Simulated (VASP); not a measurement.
# TaN (P6_3mc) in VASP: notebook

TaN is run at these levels: r2SCAN; tasks: single point, relaxation of cell and atoms.

Program: VASP 6.6.1. These are calculated values, not measurements. Logs are shortened: lines on timing, memory, paths and dates and some standing lists are left out, and cuts for length are marked.

**1. The cell of the first run**

It takes space group P6_3mc (No. 186, hexagonal). The conventional cell has a = 3.136 Å, b = 3.136 Å, c = 6.082 Å, α = 90.00°, β = 90.00°, γ = 120.00°. Within 2.6 Å of Ta (site symmetry 3m) lie 4 N at 1.96 to 2.11 Å. N (site symmetry 3m) has 4 Ta at 1.96 to 2.11 Å within 2.6 Å.

**2. Single point, r2SCAN**

POSCAR

```
TaN
1.0
    3.1363032020      0.0000000000      0.0000000000
   -1.5681516010      2.7161182469      0.0000000000
    0.0000000000      0.0000000000      6.0815258015
Ta N
2 2
Direct
    0.3333333333      0.6666666667      0.0310473433
    0.6666666667      0.3333333333      0.5310473433
    0.3333333333      0.6666666667      0.3539526567
    0.6666666667      0.3333333333      0.8539526567
```

INCAR.step1

```
SYSTEM = TaN
PREC = Accurate ; ENCUT = 520
ISMEAR = -1 ; SIGMA = 0.05
LREAL = .FALSE. ; LASPH = .TRUE.
NELM = 60 ; NBANDS = 24
GGA = PE ; ALGO = Normal
EDIFF = 1E-4 ; LWAVE = .TRUE.
LCHARG = .FALSE.
```

INCAR.step2

```
SYSTEM = TaN
PREC = Accurate ; ENCUT = 520
EDIFF = 1E-7 ; ISMEAR = -1
SIGMA = 0.05 ; LREAL = .FALSE.
LASPH = .TRUE. ; NELM = 60
ALGO = Normal ; ISIF = 2
LWAVE = .FALSE. ; LCHARG = .FALSE.
METAGGA = R2SCAN ; LMIXTAU = .TRUE.
NBANDS = 24 ; ISTART = 1
```

KPOINTS

```
Automatic mesh
0
G
  10 10 6
  0 0 0
```

Potentials or basis: VASP PAW PBE potentials, release 64 (Ta_pv, N).

The run is started by

```bash
$ cat potpaw_PBE.64/Ta_pv/POTCAR potpaw_PBE.64/N/POTCAR > POTCAR
$ cp INCAR.step1 INCAR
$ mpirun -np 1 vasp_std > vasp.out
$ cp INCAR.step2 INCAR
$ mpirun -np 1 vasp_std > vasp.out
```

OUTCAR:

```text
SYSTEM = TaN
   PREC = Accurate
   ENCUT = 520
   EDIFF = 1E-7
   ISMEAR = -1
   LREAL = .FALSE.
   LASPH = .TRUE.
   NELM = 60
   ISIF = 2
   METAGGA = R2SCAN
   ISTART = 1

 ion  position               nearest neighbor table
   1  0.333  0.667  0.031-   3 1.96   4 2.11   4 2.11   4 2.11   2 3.54   2 3.54   2 3.54   2 3.54
                             2 3.54   2 3.54
   2  0.667  0.333  0.531-   4 1.96   3 2.11   3 2.11   3 2.11   1 3.54   1 3.54   1 3.54   1 3.54
                             1 3.54   1 3.54
   3  0.333  0.667  0.354-   1 1.96   2 2.11   2 2.11   2 2.11
   4  0.667  0.333  0.854-   2 1.96   1 2.11   1 2.11   1 2.11

  LATTYP: Found a hexagonal cell.
 ALAT       =     3.1363032020
 C/A-ratio  =     1.9390745760

  Lattice vectors:

 A1 = (   3.1363032020,   0.0000000000,   0.0000000000)
 A2 = (  -1.5681516010,   2.7161182469,   0.0000000000)
 A3 = (   0.0000000000,   0.0000000000,   6.0815258015)

Analysis of symmetry for initial positions (statically):
=====================================================================
 Subroutine PRICEL returns:
 Original cell was already a primitive cell.

 Routine SETGRP: Setting up the symmetry group for a
 hexagonal supercell.

 Subroutine GETGRP returns: Found 12 space group operations
 (whereof  6 operations were pure point group operations)
 out of a pool of 24 trial point group operations.

The static configuration has the point symmetry C_3v.
 The point group associated with its full space group is C_6v.

Analysis of symmetry for dynamics (positions and initial velocities):
=====================================================================
 Subroutine PRICEL returns:
 Original cell was already a primitive cell.

 Routine SETGRP: Setting up the symmetry group for a
 hexagonal supercell.

 Subroutine GETGRP returns: Found 12 space group operations
 (whereof  6 operations were pure point group operations)
 out of a pool of 24 trial point group operations.

The dynamic configuration has the point symmetry C_3v.
 The point group associated with its full space group is C_6v.

 Subroutine INISYM returns: Found 12 space group operations
 (whereof  6 operations are pure point group operations),
 and found     1 'primitive' translations

----------------------------------------------------------------------------------------

                                     Primitive cell

  volume of cell :      51.8059

  direct lattice vectors                    reciprocal lattice vectors
     3.136303202  0.000000000  0.000000000     0.318846724  0.184086242  0.000000000
    -1.568151601  2.716118247  0.000000000     0.000000000  0.368172483  0.000000000
     0.000000000  0.000000000  6.081525801     0.000000000  0.000000000  0.164432419

  length of vectors
     3.136303202  3.136303202  6.081525801     0.368172483  0.368172483  0.164432419

  position of ions in fractional coordinates (direct lattice)
     0.333333333  0.666666667  0.031047343
     0.666666667  0.333333333  0.531047343
     0.333333333  0.666666667  0.353952657
     0.666666667  0.333333333  0.853952657

  ion indices of the primitive-cell ions
   primitive index   ion index
                 1           1
                 2           2
                 3           3
                 4           4

----------------------------------------------------------------------------------------

 KPOINTS: Automatic mesh

Automatic generation of k-mesh.
 Grid dimensions read from file:
 generate k-points for:   10   10    6

 Generating k-lattice:

  Cartesian coordinates                     Fractional coordinates (reciprocal lattice)
     0.031884672  0.018408624  0.000000000     0.100000000  0.000000000  0.000000000
     0.000000000  0.036817248  0.000000000     0.000000000  0.100000000  0.000000000
     0.000000000  0.000000000  0.027405403     0.000000000  0.000000000  0.166666667

  Length of vectors
     0.036817248  0.036817248  0.027405403

  Shift w.r.t. Gamma in fractional coordinates (k-lattice)
     0.000000000  0.000000000  0.000000000

 Subroutine IBZKPT returns following result:
 ===========================================

 Found     56 irreducible k-points:

 Following reciprocal coordinates:
            Coordinates               Weight
  0.000000  0.000000  0.000000      1.000000
  0.100000 -0.000000  0.000000      6.000000
  0.200000 -0.000000  0.000000      6.000000
  0.300000 -0.000000  0.000000      6.000000
  0.400000  0.000000  0.000000      6.000000
  0.500000  0.000000  0.000000      3.000000
[... 16 lines left out ...]
  0.300000  0.100000  0.166667     24.000000
  0.400000  0.100000  0.166667     24.000000
 [... further k-points ...]
   k-points           NKPTS =     56   k-points in BZ     NKDIM =     56   number of bands    NBANDS=     24
   number of dos      NEDOS =    301   number of ions     NIONS =      4
   total plane-waves  NPLWV =  27648
   dimension x,y,z NGX =    24 NGY =   24 NGZ =   48
   dimension x,y,z NGXF=    48 NGYF=   48 NGZF=   96
   ions per type =               2   2
   NGX,Y,Z   is equivalent  to a cutoff of  12.72, 12.72, 13.12 a.u.
   NGXF,Y,Z  is equivalent  to a cutoff of  25.44, 25.44, 26.24 a.u.
 SYSTEM =  TaN
   PREC   = accura    normal or accurate (medium, high low for compatibility)
   ISTART =      1    job   : 0-new  1-cont  2-samecut
   ICHARG =      0    charge: 1-file 2-atom 10-const
   ISPIN  =      1    spin polarized calculation?
   LNONCOLLINEAR =      F non collinear calculations
   LSORBIT =      F    spin-orbit coupling
   LASPH  =      T    aspherical Exc in radial PAW
   ENCUT  =  520.0 eV  38.22 Ry    6.18 a.u.   5.83  5.83 11.31*2*pi/ulx,y,z
   NELM   =     60;   NELMIN=  2; NELMDL=  0     # of ELM steps
   EDIFF  = 0.1E-06   stopping-criterion for ELM
   LREAL  =      F    real-space projection
   EDIFFG = 0.1E-05   stopping-criterion for IOM
   NSW    =      0    number of steps for IOM
   IBRION =     -1    ionic relax: 0-MD 1-quasi-New 2-CG
   NFREE  =      0    steps in history (QN), initial steepest desc. (CG)
   ISIF   =      2    stress and relaxation
   ISYM   =      2    0-nonsym 1-usesym 2-fastsym
   POTIM  = 0.5000    time-step for ionic-motion
   TEBEG  =    0.0;   TEEND  =   0.0 temperature during run
   PSTRESS=    0.0 pullay stress
   NELECT =      32.0000    total number of electrons
   NUPDOWN=      -1.0000    fix difference up-down
   EMIN   =  10.00;   EMAX   =-10.00  energy-range for DOS
   EFERMI =   0.00;   METHOD = LEGACY
   ISMEAR =    -1;   SIGMA  =   0.05  broadening in eV -4-tet -1-fermi 0-gaus
   EFERMI_NEDOS =   21; number of points for ismear=-14 and -15
   IALGO  =     38    algorithm
   IMIX   =      4    mixing-type and parameters
     AMIX     =   0.40;   BMIX     =  1.00
     AMIX_MAG =   1.60;   BMIX_MAG =  1.00
  volume/ion in A,a.u.               =      12.95        87.40
  Fermi-wavevector in a.u.,A,eV,Ry     =   1.394221  2.634696 26.447729  1.943853
  Thomas-Fermi vector in A             =   2.517791
   LORBIT       =      0    0 simple, 1 ext, 2 COOP (PROOUT), +10 PAW based schemes
   METAGGA = R2SCAN    functional components
   LHFCALC =     F    Hartree Fock is set to
   AEXX    =    0.0000 exact exchange contribution
   IVDW    =     0    specifies the selected vdW correction
   LEPSILON=     F    determine dielectric tensor
   LRPA    =     F    only Hartree local field effects (RPA)
 non-spin polarized calculation
  energy-cutoff  :      520.00
  volume of cell :       51.81
 maximum number of plane-waves:      1414
 NGX is ok and might be reduce to    24
   NGX = 11   NGY = 11   NGZ = 23

 number of electron      31.9999994 magnetization

 Free energy of the ion-electron system (eV)
  ---------------------------------------------------
  ext. energy  EPLUGINS =         0.00000000
  ---------------------------------------------------
  free energy    TOTEN  =      -119.10892428 eV

  energy without entropy =     -119.10218884  energy(sigma->0) =     -119.10555656

 E-fermi :   6.5904     XC(G=0): -13.0416

 val. band max:        6.5435404305   @ k =   0.0000   0.0000   0.3333
 cond. band min:       6.6029928681   @ k =   0.1000  -0.0000   0.3333
 fundamental gap:      0.0594524375
 Fermi energy:         6.5904346187

 k-point     1 :       0.0000    0.0000    0.0000
  band No.  band energies     occupation
      1     -30.3982      2.00000
      2     -30.0285      2.00000
      3     -29.7611      2.00000
      4     -29.7611      2.00000
      5     -29.7304      2.00000
      6     -29.7304      2.00000
[... 16 lines left out ...]
     23      12.1463      0.00000
     24      13.4296      0.00000

 k-point     2 :       0.1000   -0.0000    0.0000
  band No.  band energies     occupation
      1     -30.3820      2.00000
      2     -30.0273      2.00000
      3     -29.8176      2.00000
      4     -29.7894      2.00000
      5     -29.7750      2.00000
      6     -29.7421      2.00000
[... 16 lines left out ...]
     23      12.8146      0.00000
     24      12.9930      0.00000

 k-point     3 :       0.2000   -0.0000    0.0000
  band No.  band energies     occupation
      1     -30.3385      2.00000
      2     -30.0267      2.00000
      3     -29.9627      2.00000
      4     -29.9396      2.00000
      5     -29.8108      2.00000
      6     -29.7728      2.00000
[... 16 lines left out ...]
     23      12.5607      0.00000
     24      13.9119      0.00000

 k-point     4 :       0.3000   -0.0000    0.0000
  band No.  band energies     occupation
      1     -30.2876      2.00000
      2     -30.1355      2.00000
      3     -30.1158      2.00000
      4     -30.0281      2.00000
      5     -29.8544      2.00000
      6     -29.8109      2.00000
[... 16 lines left out ...]
     23      12.3973      0.00000
     24      13.8704      0.00000

 k-point     5 :       0.4000    0.0000    0.0000
  band No.  band energies     occupation
      1     -30.3143      2.00000
      2     -30.2657      2.00000
      3     -30.1799      2.00000
      4     -30.0412      2.00000
      5     -29.8892      2.00000
      6     -29.8417      2.00000
[... 451 lines left out ...]
 k-point    22 :       0.2000    0.1000    0.1667
  band No.  band energies     occupation
      1     -30.2892      2.00000
      2     -30.0843      2.00000
      3     -30.0504      2.00000
      4     -30.0145      2.00000
      5     -29.8483      2.00000
      6     -29.8170      2.00000
[... 16 lines left out ...]
     23      12.3650      0.00000
     24      13.7530      0.00000

 k-point    23 :       0.3000    0.1000    0.1667
  band No.  band energies     occupation
      1     -30.2772      2.00000
      2     -30.2135      2.00000
      3     -30.1525      2.00000
      4     -30.0399      2.00000
      5     -29.8987      2.00000
      6     -29.8615      2.00000
[... 16 lines left out ...]
     23      12.8404      0.00000
     24      12.9992      0.00000

 k-point    24 :       0.4000    0.1000    0.1667
  band No.  band energies     occupation
      1     -30.3338      2.00000
      2     -30.2974      2.00000
      3     -30.1461      2.00000
      4     -30.0531      2.00000
      5     -29.9295      2.00000
      6     -29.8888      2.00000
[... 16 lines left out ...]
     23      11.9215      0.00000
     24      12.9363      0.00000

 [... further k-points ...]
[... 5 lines left out ...]
  --------------------------------------------------------------------------------------
  -------------------------------------------------------------------------------------
  Total        0.3018478      0.3018478      0.5439326      0.0000000      0.0000000      0.0000000
  in kB        9.3351066      9.3351066     16.8219522      0.0000000      0.0000000      0.0000000
  external PRESSURE =      11.8307218 kB  Pullay stress =       0.0000000 kB

 VOLUME and BASIS-vectors are now :
 -----------------------------------------------------------------------------
  energy-cutoff  :      520.00
  volume of cell :       51.81
      direct lattice vectors                 reciprocal lattice vectors
     3.136303202  0.000000000  0.000000000     0.318846724  0.184086242  0.000000000
    -1.568151601  2.716118247  0.000000000     0.000000000  0.368172483  0.000000000
     0.000000000  0.000000000  6.081525801     0.000000000  0.000000000  0.164432419

 POSITION                                       TOTAL-FORCE (eV/Angst)
 -----------------------------------------------------------------------------------
     -0.00000      1.81075      0.18882         0.000000      0.000000     -0.037816
      1.56815      0.90537      3.22958        -0.000000      0.000000     -0.037816
     -0.00000      1.81075      2.15257         0.000000     -0.000000      0.037816
      1.56815      0.90537      5.19334         0.000000      0.000000      0.037816
 -----------------------------------------------------------------------------------
    total drift:                               -0.000000      0.000000      0.000564

  FREE ENERGIE OF THE ION-ELECTRON SYSTEM (eV)
  ---------------------------------------------------
  free  energy   TOTEN  =      -119.1089242830 eV

  energy  without entropy=     -119.1021888397  energy(sigma->0) =     -119.10555656
```

Wall time 2.2 min (1 thread of Intel Xeon Platinum 8488C (Sapphire Rapids), shared host); peak memory 0.21 GiB.

What came out:

```
Free energy            : -119.1089 eV
Pressure               : 1.2 GPa
Largest force          : 0.038 eV/Å
Band gap on the k mesh : zero (band 16 reaches 6.72 eV, above the bottom of band 17 at 6.43 eV)
```

Forces on the atoms (eV/Å):
```
Ta   0.000  0.000 -0.038
Ta   0.000  0.000 -0.038
N    0.000  0.000  0.038
N    0.000  0.000  0.038
```

Stress tensor (GPa, compression positive):
```
0.93 0.00 0.00
0.00 0.93 0.00
0.00 0.00 1.68
```

Levels at points of the mesh, in eV from the Fermi level:
```csv
k point,band 14,band 15,band 16,band 17,band 18,band 19
"(0.00, 0.00, 0.00)",-4.80,-0.84,-0.84,0.21,0.21,2.37
"(0.50, 0.00, 0.00)",-3.97,-2.41,-0.65,1.21,2.38,2.81
"(0.00, 0.00, 0.50)",-5.32,0.12,0.12,1.06,1.06,1.06
"(0.50, 0.00, 0.50)",-5.11,-1.04,-1.04,1.61,1.61,3.51
```

Caveat: the PAW data sets were made with another functional, which shifts forces and pressure a little; spin-orbit coupling is left out, which moves the levels of the heavy elements.

**3. Relaxation of cell and atoms, r2SCAN**

This run uses another cell than the first one, of 9.95 Å³/atom, 0.768 times its volume.

POSCAR

```
TaN
1.0
    3.0500020400      0.0000000000      0.0000000000
   -1.5250010200      2.6413792500      0.0000000000
    0.0000000000      0.0000000000      4.9400015300
Ta N
2 2
Direct
    0.3333333333      0.6666666667      0.0000000000
    0.6666666667      0.3333333333      0.5000000000
    0.3333333333      0.6666666667      0.3850000000
    0.6666666667      0.3333333333      0.8850000000
```

INCAR.step1

```
ALGO     = Normal         # electronic algorithm
EDIFF    = 1E-4           # SCF threshold, eV
ENCUT    = 600            # plane-wave cutoff, eV
GGA      = PE             # functional
ISMEAR   = -1             # smearing method
LASPH    = T              # aspherical terms in the spheres
LCHARG   = F              # write CHGCAR
LREAL    = F              # projectors in reciprocal space
LWAVE    = T              # write WAVECAR
NELM     = 80             # most SCF steps
PREC     = Accurate       # precision mode
SIGMA    = 0.05           # smearing width, eV
```

INCAR.step2

```
ALGO     = Normal         # electronic algorithm
EDIFF    = 1E-7           # SCF threshold, eV
EDIFFG   = -0.01          # ionic threshold
ENCUT    = 600            # plane-wave cutoff, eV
IBRION   = 2              # ionic algorithm
ISIF     = 3              # what is computed and relaxed
ISMEAR   = -1             # smearing method
ISTART   = 1            
LASPH    = T              # aspherical terms in the spheres
LCHARG   = F              # write CHGCAR
LMIXTAU  = T            
LREAL    = F              # projectors in reciprocal space
LWAVE    = F              # write WAVECAR
METAGGA  = R2SCAN         # meta-GGA
NELM     = 80             # most SCF steps
NSW      = 60             # ionic steps
PREC     = Accurate       # precision mode
SIGMA    = 0.05           # smearing width, eV
```

KPOINTS

```
k-points
0
Gamma
  10 10 6
```

Potentials or basis: VASP PAW PBE potentials, release 64 (Ta_pv, N).

The run is started by

```bash
$ cat potpaw_PBE.64/Ta_pv/POTCAR potpaw_PBE.64/N/POTCAR > POTCAR
$ cp INCAR.step1 INCAR
$ mpirun -np 1 vasp_std > vasp.out
$ cp INCAR.step2 INCAR
$ mpirun -np 1 vasp_std > vasp.out
```

Run time: 37 min. Hardware: 1 thread of Intel Xeon Platinum 8488C (Sapphire Rapids), shared host; peak memory 0.22 GiB.

It converged, with:

```
Free energy                            : -119.0798 eV
Relaxed volume                         : 12.99 Å³/atom
Relaxed cell                           : a = 3.144 Å, b = 3.144 Å, c = 6.070 Å, α = 90.00°, β = 90.00°, γ = 120.00°
Space group after relaxing (to 0.05 Å) : P6_3mc (No. 186)
Energy gained by relaxing              : 1396.8 meV/atom
Ionic steps                            : 21
Pressure after relaxing                : 0.0 GPa
Band gap on the k mesh                 : zero (band 16 reaches 6.74 eV, above the bottom of band 17 at 6.41 eV)
```

Forces on the atoms (eV/Å):
```
Ta   0.000  0.000  0.002
Ta   0.000  0.000  0.002
N    0.000  0.000 -0.002
N    0.000  0.000 -0.002
```

Stress tensor (GPa, compression positive):
```
 0.04  0.00  0.00
 0.00  0.04  0.00
 0.00  0.00 -0.04
```

Step by step:
```tsv
step	energy change (eV)	largest force (eV/Å)	pressure (GPa)	volume (Å³)
1	0.0000	2.5122	138.65	39.80
2	9.2813	2.4329	-42.74	112.73
3	-4.4759	0.2025	-18.76	58.46
4	-4.7682	0.1935	-6.81	55.04
5	-4.8079	0.2090	1.19	53.25
6	-4.8076	0.2048	-0.24	53.55
7	-5.0933	1.4450	-6.97	54.52
8	-5.1173	1.6810	-8.62	54.81
9	-5.2940	1.5577	-5.82	53.86
10	-5.4568	1.4252	-1.05	52.27
11	-5.4666	1.3225	1.01	51.63
12	-5.5821	0.0133	1.71	51.53
13	-5.5822	0.0344	1.77	51.53
14	-5.5852	0.0225	-0.13	51.90
15	-5.5853	0.0202	-0.49	51.97
16	-5.5864	0.0664	-0.28	51.98
17	-5.5867	0.0989	-0.14	51.99
18	-5.5872	0.0285	0.06	51.95
19	-5.5873	0.0024	0.14	51.94
20	-5.5873	0.0044	-0.05	51.98
21	-5.5873	0.0021	0.01	51.97
```

Final structure:
```yaml
crystal:
  lattice:
    - [3.14424, 0.00000, 0.00000]
    - [-1.57212, 2.72299, 0.00000]
    - [0.00000, 0.00000, 6.06977]
  atoms:
    - { symbol: Ta, position: [0.33333, 0.66667, 0.03054] }
    - { symbol: Ta, position: [0.66667, 0.33333, 0.53054] }
    - { symbol: N, position: [0.33333, 0.66667, 0.35446] }
    - { symbol: N, position: [0.66667, 0.33333, 0.85446] }
```

Levels at points of the mesh, in eV from the Fermi level:
```csv
k point,band 14,band 15,band 16,band 17,band 18,band 19
"(0.00, 0.00, 0.00)",-4.85,-0.84,-0.80,0.19,0.19,2.34
"(0.50, 0.00, 0.00)",-4.00,-2.38,-0.66,1.20,2.34,2.80
"(0.00, 0.00, 0.50)",-5.36,0.16,0.16,1.05,1.05,1.05
"(0.50, 0.00, 0.50)",-5.13,-1.02,-1.02,1.59,1.59,3.45
```

Caveat: the volume moved by over 15 % at a fixed basis, so the end points are rough; the PAW data sets were made with another functional, which shifts forces and pressure a little; spin-orbit coupling is left out, which moves the levels of the heavy elements; the volume moved by +31 % from the deposited cell, more than functionals usually miss.
